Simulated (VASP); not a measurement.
Write the native input for VASP 6.6.1 that does the following.

| Property | Result |
| --- | --- |
| Task | single point |
| Functional | PBE |
| Potentials or basis | VASP PAW PBE potentials, release 64 (Sn_d, Te) |
| Cutoff | 520 eV |
| k mesh | 12 × 12 × 12 |
| Occupations | fermi-dirac, width 0.08 eV |
| Spin | no spin polarisation |
| Dipole correction | no |
| Further INCAR settings | ALGO = Normal; EDIFF = 1e-06; NBANDS = 17 |

The structure of SnTe (zincblende type) lies in POSCAR:

```
SnTe
1.0
    0.0000000000      3.5326616253      3.5326616253
    3.5326616253      0.0000000000      3.5326616253
    3.5326616253      3.5326616253      0.0000000000
Sn Te
1 1
Direct
    0.0000000000      0.0000000000      0.0000000000
    0.2500000000      0.2500000000      0.2500000000
```

The input as run:

INCAR

```
ALGO = Normal ; EDIFF = 1E-6
ENCUT = 520 ; GGA = PE
ISIF = 2 ; ISMEAR = -1
LASPH = True ; LCHARG = True
LELF = True ; LREAL = False
LVHAR = True ; LWAVE = False
NBANDS = 17 ; NELM = 60
PREC = Accurate ; SIGMA = 0.08
```

KPOINTS

```
k-points
0
Gamma
  12 12 12
```

Potentials or basis: VASP PAW PBE potentials, release 64 (Sn_d, Te).

The run is started by

```console
$ cat potpaw_PBE.64/Sn_d/POTCAR potpaw_PBE.64/Te/POTCAR > POTCAR
$ mpirun -np 1 vasp_std > vasp.out
```

Results of the run:

| Item | Value |
| --- | --- |
| Pressure | 1.7 GPa |
| Band gap on the k mesh | zero (bands 10 and 11 overlap by 0.11 eV) |

Caveat: semilocal functionals underestimate gaps, so a narrow gap can read as zero; spin-orbit coupling is left out, which moves the levels of the heavy elements.

Wall time 110 s on 1 thread of AMD EPYC 7R13 (shared host), peak memory 0.27 GiB.
